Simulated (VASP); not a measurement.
Input of a VASP 6.6.1 run:

The input INCAR:

```
SYSTEM = MgO
PREC = Accurate ; ENCUT = 520
EDIFF = 1E-6 ; ISMEAR = 0
SIGMA = 0.05 ; LREAL = .False.
LASPH = .True. ; NELM = 80
ALGO = Normal ; ISIF = 2
LWAVE = .False. ; LCHARG = .True.
GGA = PE ; LELF = .True.
LVHAR = .True. ; NBANDS = 16
```

The input KPOINTS:

```
regular mesh
0
Gamma
  9 9 6
  0 0 0
```

Contents of POSCAR:

```
MgO
1.0
    3.3152854008      0.0000000000      0.0000000000
   -1.6576427004      2.8711213778      0.0000000000
    0.0000000000      0.0000000000      5.1215474231
Mg O
2 2
Direct
    0.3333333333      0.6666666667      0.0063188067
    0.6666666667      0.3333333333      0.5063188067
    0.3333333333      0.6666666667      0.3982811933
    0.6666666667      0.3333333333      0.8982811933
```

Potentials or basis: VASP PAW PBE potentials, release 64 (Mg, O).

The run is started by

```console
$ cat potpaw_PBE.64/Mg/POTCAR potpaw_PBE.64/O/POTCAR > POTCAR
$ mpirun -np 1 vasp_std > vasp.out
```

(1) Estimate the band gap on the k mesh.

(2) Estimate the pressure.

## Answers

(1) 3.39 eV, direct.

(2) -0.5 GPa.
